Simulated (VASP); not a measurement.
Write the native input for VASP 6.6.1 that does the following.

```
Task                   : single point
Functional             : PBE
Potentials or basis    : VASP PAW PBE potentials, release 64 (Hf_pv, Be, Cl)
Cutoff                 : 520 eV
k mesh                 : 8 × 8 × 8
Occupations            : gaussian, width 0.1 eV
Spin                   : no spin polarisation
Dipole correction      : no
Further INCAR settings : ALGO = Normal; EDIFF = 1e-06; NBANDS = 36
```

The structure of Hf3BeCl3 lies in POSCAR:

```
Hf3BeCl3
1.0
    5.1042633755      0.0000000000      0.0000000000
    0.0000000000      5.1042633755      0.0000000000
    0.0000000000      0.0000000000      5.1042633755
Hf Be Cl
3 1 3
Direct
    0.5000000000      0.5000000000      0.0000000000
    0.0000000000      0.5000000000      0.5000000000
    0.5000000000      0.0000000000      0.5000000000
    0.5000000000      0.5000000000      0.5000000000
    0.5000000000      0.0000000000      0.0000000000
    0.0000000000      0.5000000000      0.0000000000
    0.0000000000      0.0000000000      0.5000000000
```

The cell was generated, and may not be a known phase.

These files were run (other wordings do the same):

INCAR

```
PREC     = Accurate       # precision mode
ENCUT    = 520            # plane-wave cutoff, eV
EDIFF    = 1E-6           # SCF threshold, eV
ISMEAR   = 0              # smearing method
SIGMA    = 0.1            # smearing width, eV
LREAL    = False          # projectors in reciprocal space
LASPH    = True           # aspherical terms in the spheres
NELM     = 60             # most SCF steps
ALGO     = Normal         # electronic algorithm
ISIF     = 2              # what is computed and relaxed
LWAVE    = False          # write WAVECAR
LCHARG   = False          # write CHGCAR
GGA      = PE             # functional
NBANDS   = 36             # bands
```

KPOINTS

```
regular mesh
0
Gamma
  8 8 8
```

Potentials or basis: VASP PAW PBE potentials, release 64 (Hf_pv, Be, Cl).

Launch:

```console
$ cat potpaw_PBE.64/Hf_pv/POTCAR potpaw_PBE.64/Be/POTCAR potpaw_PBE.64/Cl/POTCAR > POTCAR
$ mpirun -np 1 vasp_std > vasp.out
```

It gave:

| Property | Result |
| --- | --- |
| Pressure | -0.5 GPa |
| Band gap on the k mesh | zero (an odd number of electrons rules out a gap without spin polarisation) |

Caveat: spin-orbit coupling is left out, which moves the levels of the heavy elements; an odd number of electrons without spin polarisation forces a metal; a magnetic or distorted state may lie lower.

It took 87 s on 1 thread of Intel(R) Xeon(R) 6975P-C (Granite Rapids) (shared host), peak memory 0.31 GiB.
